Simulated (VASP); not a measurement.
# TaN (R-3m) in VASP: further runs

TaN is run at these levels: PBEsol; tasks: single point.

All numbers are computed with VASP 6.6.1; they aren't measurements. Logs are shortened: lines on timing, memory, paths and dates and some standing lists are left out, and cuts for length are marked.

## 1. The cell of the first run

Symmetry: R-3m, No. 166, trigonal system. The conventional cell has a = 3.258 Å, b = 3.258 Å, c = 6.652 Å, α = 90.00°, β = 90.00°, γ = 120.00°. Within 3.0 Å of Ta (site symmetry -3m) lie 6 N at 2.18 Å and 6 Ta at 2.91 Å. N (site symmetry -3m) has 6 Ta at 2.18 Å and 6 N at 2.91 Å within 3.0 Å.

## 2. Single point, PBEsol (10.19 Å³/atom)

File INCAR:

```
SYSTEM = TaN
PREC = Accurate ; ENCUT = 520
EDIFF = 1E-6 ; ISMEAR = 0
SIGMA = 0.15 ; LREAL = .False.
LASPH = .True. ; NELM = 60
ALGO = Normal ; ISIF = 2
LWAVE = .False. ; LCHARG = .False.
GGA = PS ; NBANDS = 15
```

File KPOINTS:

```
regular mesh
0
Gamma
  20 20 20
  0 0 0
```

File POSCAR:

```
TaN
1.0
   -0.2555283789      2.0479125363      2.0479125363
    2.0479125363     -0.2555283789      2.0479125363
    2.0479125363      2.0479125363     -0.2555283789
Ta N
1 1
Direct
    0.5000000000      0.5000000000      0.5000000000
    0.0000000000      0.0000000000      0.0000000000
```

Potentials or basis: VASP PAW PBE potentials, release 64 (Ta_pv, N).

On the command line:

```
$ cat potpaw_PBE.64/Ta_pv/POTCAR potpaw_PBE.64/N/POTCAR > POTCAR
$ mpirun -np 1 vasp_std > vasp.out
```

OUTCAR:

```text
SYSTEM = TaN
   PREC = Accurate
   ENCUT = 520
   EDIFF = 1E-6
   ISMEAR = 0
   LREAL = .False.
   LASPH = .True.
   NELM = 60
   ISIF = 2
   GGA = PS

 ion  position               nearest neighbor table
   1  0.500  0.500  0.500-   2 2.18   2 2.18   2 2.18   2 2.18   2 2.18   2 2.18
   2  0.000  0.000  0.000-   1 2.18   1 2.18   1 2.18   1 2.18   1 2.18   1 2.18

  LATTYP: Found a trigonal (rhomboedric) cell.
 ALAT       =     2.9074363734
 COS(alpha) =     0.3723266135

  Lattice vectors:

 A1 = (  -0.2555283789,   2.0479125363,   2.0479125363)
 A2 = (   2.0479125363,  -0.2555283789,   2.0479125363)
 A3 = (   2.0479125363,   2.0479125363,  -0.2555283789)

Analysis of symmetry for initial positions (statically):
=====================================================================
 Subroutine PRICEL returns:
 Original cell was already a primitive cell.

 Routine SETGRP: Setting up the symmetry group for a
 trigonal (rhombohedral) supercell.

 Subroutine GETGRP returns: Found 12 space group operations
 (whereof 12 operations were pure point group operations)
 out of a pool of 12 trial point group operations.

The static configuration has the point symmetry D_3d.

Analysis of symmetry for dynamics (positions and initial velocities):
=====================================================================
 Subroutine PRICEL returns:
 Original cell was already a primitive cell.

 Routine SETGRP: Setting up the symmetry group for a
 trigonal (rhombohedral) supercell.

 Subroutine GETGRP returns: Found 12 space group operations
 (whereof 12 operations were pure point group operations)
 out of a pool of 12 trial point group operations.

The dynamic configuration has the point symmetry D_3d.

 Subroutine INISYM returns: Found 12 space group operations
 (whereof 12 operations are pure point group operations),
 and found     1 'primitive' translations

----------------------------------------------------------------------------------------

                                     Primitive cell

  volume of cell :      20.3760

  direct lattice vectors                    reciprocal lattice vectors
    -0.255528379  2.047912536  2.047912536    -0.202623233  0.231509890  0.231509890
     2.047912536 -0.255528379  2.047912536     0.231509890 -0.202623233  0.231509890
     2.047912536  2.047912536 -0.255528379     0.231509890  0.231509890 -0.202623233

  length of vectors
     2.907436373  2.907436373  2.907436373     0.385032250  0.385032250  0.385032250

  position of ions in fractional coordinates (direct lattice)
     0.500000000  0.500000000  0.500000000
     0.000000000  0.000000000  0.000000000

[... 90 lines left out ...]
   EFERMI =   0.00;   METHOD = LEGACY
   ISMEAR =     0;   SIGMA  =   0.15  broadening in eV -4-tet -1-fermi 0-gaus
   EFERMI_NEDOS =   21; number of points for ismear=-14 and -15
   IALGO  =     38    algorithm
   IMIX   =      4    mixing-type and parameters
     AMIX     =   0.40;   BMIX     =  1.00
     AMIX_MAG =   1.60;   BMIX_MAG =  1.00
  volume/ion in A,a.u.               =      10.19        68.75
  Fermi-wavevector in a.u.,A,eV,Ry     =   1.510342  2.854132 31.036681  2.281132
  Thomas-Fermi vector in A             =   2.620544
   LORBIT       =      0    0 simple, 1 ext, 2 COOP (PROOUT), +10 PAW based schemes
   GGA     = PS    functional components
   LHFCALC =     F    Hartree Fock is set to
   AEXX    =    0.0000 exact exchange contribution
   IVDW    =     0    specifies the selected vdW correction
   LEPSILON=     F    determine dielectric tensor
   LRPA    =     F    only Hartree local field effects (RPA)
 non-spin polarized calculation
 Gauss-broadening in eV      SIGMA  =   0.15
  energy-cutoff  :      520.00
  volume of cell :       20.38
 maximum number of plane-waves:       562
 NGX is ok and might be reduce to    24
   NGX = 11   NGY = 11   NGZ = 11

 number of electron      15.9999999 magnetization

 Free energy of the ion-electron system (eV)
  ---------------------------------------------------
  ext. energy  EPLUGINS =         0.00000000
  ---------------------------------------------------
  free energy    TOTEN  =       -22.94871650 eV

  energy without entropy =      -22.93886126  energy(sigma->0) =      -22.94378888

 E-fermi :   9.5852     XC(G=0): -13.8309

 val. band max:        9.5812247495   @ k =   0.1500   0.1000   0.0000
 cond. band min:       9.5863552897   @ k =  -0.4000   0.1500   0.0000
 fundamental gap:      0.0051305402
 Fermi energy:         9.5851756055

 k-point     1 :       0.0000    0.0000    0.0000
  band No.  band energies     occupation
      1     -25.8755      2.00000
      2     -25.8755      2.00000
      3     -25.5967      2.00000
      4      -9.2307      2.00000
      5       5.8723      2.00000
      6       5.8723      2.00000
      7       6.4019      2.00000
      8       6.4019      2.00000
      9       6.6913      2.00000
     10       9.0153      2.00000
     11      10.3604      0.00000
     12      10.3604      0.00000
     13      12.9651      0.00000
     14      19.8980      0.00000
[... 401 lines left out ...]
      2     -25.8856      2.00000
      3     -25.7286      2.00000
      4      -6.7442      2.00000
      5       0.1450      2.00000
      6       2.2724      2.00000
      7       3.7574      2.00000
      8       9.3453      1.97627
      9      10.1542      0.00000
     10      11.5994      0.00000
     11      15.4851      0.00000
     12      16.0042      0.00000
     13      16.5594      0.00000
     14      21.2779      0.00000
     15      22.2952      0.00000

 [... further k-points ...]

------------------------ aborting loop because EDIFF is reached ----------------------------------------

  FORCE on cell =-STRESS in cart. coord.  units (eV):
  Direction    XX          YY          ZZ          XY          YZ          ZX
  --------------------------------------------------------------------------------------
  -------------------------------------------------------------------------------------
  Total        1.5495570      1.5495570      1.5495570      1.4328987      1.4328987      1.4328987
  in kB      121.8426143    121.8426143    121.8426143    112.6696986    112.6696986    112.6696986
  external PRESSURE =     121.8426143 kB  Pullay stress =       0.0000000 kB

 VOLUME and BASIS-vectors are now :
 -----------------------------------------------------------------------------
  energy-cutoff  :      520.00
  volume of cell :       20.38
      direct lattice vectors                 reciprocal lattice vectors
    -0.255528379  2.047912536  2.047912536    -0.202623233  0.231509890  0.231509890
     2.047912536 -0.255528379  2.047912536     0.231509890 -0.202623233  0.231509890
     2.047912536  2.047912536 -0.255528379     0.231509890  0.231509890 -0.202623233

 POSITION                                       TOTAL-FORCE (eV/Angst)
 -----------------------------------------------------------------------------------
      1.92015      1.92015      1.92015         0.000000     -0.000000      0.000000
      0.00000      0.00000      0.00000         0.000000      0.000000     -0.000000
 -----------------------------------------------------------------------------------
    total drift:                                0.000000     -0.000000     -0.000000

  FREE ENERGIE OF THE ION-ELECTRON SYSTEM (eV)
  ---------------------------------------------------
  free  energy   TOTEN  =       -22.9487164992 eV

  energy  without entropy=      -22.9388612593  energy(sigma->0) =      -22.94378888
```

OSZICAR:

```text
N       E                     dE             d eps       ncg     rms          rms(c)
DAV:   1     0.892633851758E+02    0.89263E+02   -0.88456E+03 23469   0.114E+03
DAV:   2    -0.230084929374E+02   -0.11227E+03   -0.10560E+03 29002   0.305E+02
DAV:   3    -0.257080140089E+02   -0.26995E+01   -0.26834E+01 26111   0.444E+01
DAV:   4    -0.257181218893E+02   -0.10108E-01   -0.10095E-01 30410   0.288E+00
DAV:   5    -0.257181850434E+02   -0.63154E-04   -0.63150E-04 26637   0.199E-01    0.259E+01
DAV:   6    -0.230217154471E+02    0.26965E+01   -0.48371E+00 28993   0.251E+01    0.110E+01
DAV:   7    -0.229863306491E+02    0.35385E-01   -0.70579E-01 27483   0.600E+00    0.737E+00
DAV:   8    -0.229578894276E+02    0.28441E-01   -0.15960E-01 28645   0.313E+00    0.169E+00
DAV:   9    -0.229488864840E+02    0.90029E-02   -0.23931E-02 26286   0.123E+00    0.253E-01
DAV:  10    -0.229488712537E+02    0.15230E-04   -0.17519E-03 27505   0.487E-01    0.945E-02
DAV:  11    -0.229487181921E+02    0.15306E-03   -0.30377E-04 26910   0.183E-01    0.250E-02
DAV:  12    -0.229487171864E+02    0.10056E-05   -0.23981E-05 26195   0.455E-02    0.103E-02
DAV:  13    -0.229487164992E+02    0.68726E-06   -0.19294E-06 25312   0.103E-02
   1 F= -.22948716E+02 E0= -.22943789E+02  d E =-.985524E-02
```

Wall time 81 s (1 thread of Intel Xeon Platinum 8559C (Emerald Rapids), shared host); peak memory 0.34 GiB.

What came out:

```
Free energy            : -22.9487 eV
Pressure               : 12.2 GPa
Band gap on the k mesh : zero (bands 8 and 9 overlap by 6.03 eV)
```

Caveat: the cell stands under pressure; the PAW data sets were made with another functional, which shifts forces and pressure a little; spin-orbit coupling is left out, which moves the levels of the heavy elements.

## 3. Single point, PBEsol (11.02 Å³/atom)

This run uses another cell than the first one, of 11.02 Å³/atom.

File INCAR:

```
PREC     = Accurate       # precision mode
ENCUT    = 520            # plane-wave cutoff, eV
EDIFF    = 1E-6           # SCF threshold, eV
ISMEAR   = 0              # smearing method
SIGMA    = 0.15           # smearing width, eV
LREAL    = False          # projectors in reciprocal space
LASPH    = True           # aspherical terms in the spheres
NELM     = 60             # most SCF steps
ALGO     = Normal         # electronic algorithm
ISIF     = 2              # what is computed and relaxed
LWAVE    = False          # write WAVECAR
LCHARG   = False          # write CHGCAR
GGA      = PS             # functional
NBANDS   = 15             # bands
```

File KPOINTS:

```
regular mesh
0
Gamma
  20 20 20
```

File POSCAR:

```
TaN
1.0
   -0.1765979356      2.1409602746      2.1409602746
    2.1409602746     -0.1765979356      2.1409602746
    2.1409602746      2.1409602746     -0.1765979356
Ta N
1 1
Direct
    0.5000000000      0.5000000000      0.5000000000
    0.0000000000      0.0000000000      0.0000000000
```

Potentials or basis: VASP PAW PBE potentials, release 64 (Ta_pv, N).

On the command line:

```
$ cat potpaw_PBE.64/Ta_pv/POTCAR potpaw_PBE.64/N/POTCAR > POTCAR
$ mpirun -np 1 vasp_std > vasp.out
```

It took 80 s on 1 thread of Intel Xeon 6975P-C (Granite Rapids), shared host; peak memory 0.36 GiB.

Results (log left out):

```
Free energy            : -23.0677 eV
Pressure               : -15.0 GPa
Band gap on the k mesh : zero (bands 8 and 9 overlap by 5.03 eV)
```

Stress tensor (GPa, compression positive):
```
-14.98   6.35   6.35
  6.35 -14.98   6.35
  6.35   6.35 -14.98
```

Levels at points of the mesh, in eV from the Fermi level:
```tsv
k point	band 6	band 7	band 8	band 9	band 10	band 11
(0.00, 0.00, 0.00)	-3.67	-3.07	-2.62	-2.62	-1.01	0.35
(0.50, 0.00, 0.00)	-7.39	-6.24	0.74	0.87	3.58	4.09
(0.50, 0.50, 0.00)	-5.12	-4.70	-3.95	1.85	2.84	3.81
(0.50, 0.50, 0.50)	-7.80	-7.80	2.42	2.68	2.68	3.52
```

Caveat: the cell stands under tension; the PAW data sets were made with another functional, which shifts forces and pressure a little; spin-orbit coupling is left out, which moves the levels of the heavy elements.

## 4. Single point, PBEsol (11.30 Å³/atom)

This run uses another cell than the first one, of 11.30 Å³/atom.

File INCAR:

```
SYSTEM = TaN
  PREC = Accurate
  ENCUT = 520
  EDIFF = 1E-6
  ISMEAR = 0
  SIGMA = 0.15
  LREAL = .FALSE.
  LASPH = .TRUE.
  NELM = 100
  ALGO = Normal
  ISIF = 2
  LWAVE = .FALSE.
  LCHARG = .TRUE.
  GGA = PS
  LELF = .TRUE.
  LVHAR = .TRUE.
  NBANDS = 15
```

File KPOINTS:

```
Automatic mesh
0
G
  20 20 20
  0 0 0
```

File POSCAR:

```
TaN
1.0
    0.2810613805      2.3932461041      2.3932461041
    2.3932461041      0.2810613805      2.3932461041
    2.3932461041      2.3932461041      0.2810613805
Ta N
1 1
Direct
    0.5000000000      0.5000000000      0.5000000000
    0.0000000000      0.0000000000      0.0000000000
```

On the command line:

```
$ cat potpaw_PBE.64/Ta_pv/POTCAR potpaw_PBE.64/N/POTCAR > POTCAR
$ mpirun -np 1 vasp_std > vasp.out
```

It took 2.6 min on 1 thread of Intel Xeon 6975P-C (Granite Rapids), shared host; peak memory 0.38 GiB.

The run converged. Its results:

```yaml
Free_energy: -22.9510 eV
Pressure: -20.7 GPa
Band_gap_on_the_k_mesh: zero (bands 8 and 9 overlap by 1.98 eV)
```

Stress tensor (GPa, compression positive):
```
-20.74  -5.56  -5.56
 -5.56 -20.74  -5.56
 -5.56  -5.56 -20.74
```

Levels at points of the mesh, in eV from the Fermi level:
```csv
k point,band 5,band 6,band 7,band 8,band 9,band 10,band 11,band 12
"(0.00, 0.00, 0.00)",-3.74,-3.49,-2.48,-2.48,-0.98,-0.98,1.03,1.03
"(0.50, 0.00, 0.00)",-9.23,-7.57,-5.83,-0.30,3.77,4.06,4.14,7.15
"(0.50, 0.50, 0.00)",-6.01,-4.73,-4.24,-3.30,2.01,2.76,3.82,4.34
"(0.50, 0.50, 0.50)",-9.60,-5.36,-5.36,0.99,1.43,1.43,5.19,6.26
```

Caveat: the cell stands under tension; the PAW data sets were made with another functional, which shifts forces and pressure a little; spin-orbit coupling is left out, which moves the levels of the heavy elements.

## 5. Summary

```csv
cell,gap on the mesh (eV),pressure (GPa)
"a = 2.907 Å, angles 68.1°, 2 atoms",none,12.2
"a = 3.033 Å, angles 65.4°, 2 atoms",none,-15.0
"a = 3.396 Å, angles 52.2°, 2 atoms",none,-20.7
```

Alike in all rows: task single point; level PBEsol; potentials or basis VASP PAW PBE potentials, release 64 (Ta_pv, N); no spin polarisation; k mesh 20 × 20 × 20; cutoff (eV) 520; smearing gaussian 0.15 eV.

Caveats: the PAW data sets were made with another functional, which shifts forces and pressure a little; spin-orbit coupling is left out, which moves the levels of the heavy elements; the cell stands under tension (at least some runs); the cell stands under pressure (at least some runs).

Total energies depend on the potentials used, so only differences within one code and one set of settings carry meaning.
